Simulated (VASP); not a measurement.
Input of a VASP 6.6.1 run:

The input INCAR:

```
SYSTEM = ScAlH6
PREC = Accurate ; ENCUT = 520
EDIFF = 1E-6 ; ISMEAR = -1
SIGMA = 0.03 ; LREAL = .FALSE.
LASPH = .TRUE. ; NELM = 60
ALGO = Normal ; ISIF = 2
LWAVE = .FALSE. ; LCHARG = .FALSE.
GGA = PS ; NBANDS = 20
```

Contents of KPOINTS:

```
regular mesh
0
G
  6 6 4
  0 0 0
```

File POSCAR:

```
ScAlH6
1.0
    2.9294883574      0.0000000000      0.0000000000
    0.0000000000      2.9294883574      0.0000000000
    0.0000000000      0.0000000000      5.9186895952
Sc Al H
1 1 6
Direct
    0.0000000000      0.0000000000      0.0000000000
    0.0000000000      0.0000000000      0.5000000000
    0.5000000000      0.5000000000      0.0000000000
    0.5000000000      0.5000000000      0.5000000000
    0.5000000000      0.0000000000      0.2542484011
    0.5000000000      0.0000000000      0.7457515989
    0.0000000000      0.5000000000      0.2542484011
    0.0000000000      0.5000000000      0.7457515989
```

Potentials or basis: VASP PAW PBE potentials, release 64 (Sc_sv, Al, H).

Command:

```sh
$ cat potpaw_PBE.64/Sc_sv/POTCAR potpaw_PBE.64/Al/POTCAR potpaw_PBE.64/H/POTCAR > POTCAR
$ mpirun -np 1 vasp_std > vasp.out
```

**Question.** Estimate the pressure.

**Answer.** 0.0 GPa.

**Question.** Estimate the largest force.

**Answer.** 0.009 eV/Å.

Forces in eV/Å, atoms in the order of the input:
```
Sc   0.000  0.000  0.000
Al   0.000  0.000  0.000
H    0.000  0.000  0.000
H    0.000  0.000  0.000
H    0.000  0.000  0.009
H    0.000  0.000 -0.009
H    0.000  0.000  0.009
H    0.000  0.000 -0.009
```

Caveat: the PAW data sets were made with another functional, which shifts forces and pressure a little.
